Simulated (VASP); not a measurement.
Here is a VASP 6.6.1 calculation.

The input INCAR:

```
SYSTEM = Al
PREC = Accurate
ENCUT = 520
EDIFF = 1E-6
ISMEAR = 0
SIGMA = 0.1
LREAL = .False.
LASPH = .True.
NELM = 100
ALGO = Normal
ISIF = 2
LWAVE = .False.
LCHARG = .False.
GGA = PS
NBANDS = 30
```

Contents of KPOINTS:

```
regular mesh
0
Gamma
  9 9 9
  0 0 0
```

File POSCAR:

```
Al
1.0
    3.5269963782      2.0363123083      6.4540801861
   -3.5269963782      2.0363123083      6.4540801861
    0.0000000000     -4.0726246167      6.4540801861
Al
12
Direct
    0.0210438299      0.6399356068      0.0210438299
    0.0210438299      0.0210438299      0.6399356068
    0.6399356068      0.0210438299      0.0210438299
    0.9789561701      0.3600643932      0.9789561701
    0.3600643932      0.9789561701      0.9789561701
    0.9789561701      0.9789561701      0.3600643932
    0.2292049835      0.6170440867      0.2292049835
    0.2292049835      0.2292049835      0.6170440867
    0.6170440867      0.2292049835      0.2292049835
    0.7707950165      0.3829559133      0.7707950165
    0.3829559133      0.7707950165      0.7707950165
    0.7707950165      0.7707950165      0.3829559133
```

Potentials or basis: VASP PAW PBE potentials, release 64 (Al).

Launch:

```bash
$ cat potpaw_PBE.64/Al/POTCAR > POTCAR
$ mpirun -np 1 vasp_std > vasp.out
```

(1) Estimate the largest force.

(2) Predict the pressure.

(3) What does it give for the band gap on the k mesh?

## Answers

(1) 0.008 eV/Å.

(2) 0.1 GPa.

(3) zero (band 18 reaches 5.01 eV, above the bottom of band 19 at 4.31 eV).

Caveat: the PAW data sets were made with another functional, which shifts forces and pressure a little.
